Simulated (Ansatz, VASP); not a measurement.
Given: the input of a run of VASP 6.6.1 on SrCl2.

Contents of INCAR:

```
PREC = Accurate
ENCUT = 600
EDIFF = 1E-7
ISMEAR = -1
SIGMA = 0.05
LREAL = F
LASPH = T
NELM = 100
ALGO = Normal
ISIF = 3
LWAVE = F
LCHARG = F
GGA = PE
IVDW = 12
IBRION = 2
NSW = 60
EDIFFG = -0.01
```

The input KPOINTS:

```
regular mesh
0
Gamma
  7 7 7
```

Contents of POSCAR:

```
SrCl2
1.0
    0.0000000000      3.4883500000      3.4883500000
    3.4883500000      0.0000000000      3.4883500000
    3.4883500000      3.4883500000      0.0000000000
Sr Cl
1 2
Direct
    0.0000000000      0.0000000000      0.0000000000
    0.7500000000      0.7500000000      0.7500000000
    0.2500000000      0.2500000000      0.2500000000
```

Potentials or basis: VASP PAW PBE potentials, release 64 (Sr_sv, Cl).

The run is started by

```sh
$ cat potpaw_PBE.64/Sr_sv/POTCAR potpaw_PBE.64/Cl/POTCAR > POTCAR
$ mpirun -np 1 vasp_std > vasp.out
```

Translate it to Ansatz 0.2.0. Potentials there: Ansatz PAW.

As run (the cutoff follows the program's own potentials):

input.yaml

```yaml
crystal:
  lattice:
    - [0.0, 3.48835, 3.48835]
    - [3.48835, 0.0, 3.48835]
    - [3.48835, 3.48835, 0.0]
  atoms:
    - { symbol: Sr, position: [0.0, 0.0, 0.0] }
    - { symbol: Cl, position: [0.75, 0.75, 0.75] }
    - { symbol: Cl, position: [0.25, 0.25, 0.25] }
hamiltonian:
  xc: pbe
  pseudopotentials: { kind: paw }
  dispersion: d3bj
kpoints:
  mp_grid: { grid: [7, 7, 7] }
scf:
  occupations: { method: fermi_dirac, width: 0.05 }
output:
  forces: true
  stress: true
  eigenvalues: true
relax:
  f_tol: 0.01
  max_steps: 40
  cell: { stress_tol: 0.05 }
```

Potentials or basis: Ansatz PAW.

Command:

```bash
$ ansatz run input.yaml --threads 2 --pin off --max-ram 5632MiB --backend cpu --events-out ev --progress --plain --runs-dir out
```

Both were run:

|  | VASP | Ansatz | Ansatz less VASP |
| --- | --- | --- | --- |
| gap on the k mesh at the Fermi level, each at its own relaxed structure (eV) | 5.39 | 5.41 | +0.019 |
| relaxed volume (Å³/atom) | 28.17 | 28.07 | -0.102 |
| relaxed length of the cell vector where the two differ most in proportion (Å) | 4.926 | 4.920 | -0.0060 |

Noted on Ansatz's run: odd divisions of the mesh miss points on the zone boundary, where band edges often lie, so the gap on the mesh can be too wide; the plane-wave basis is chosen anew once the cell has moved, so the energies of steps on either side of that aren't comparable.
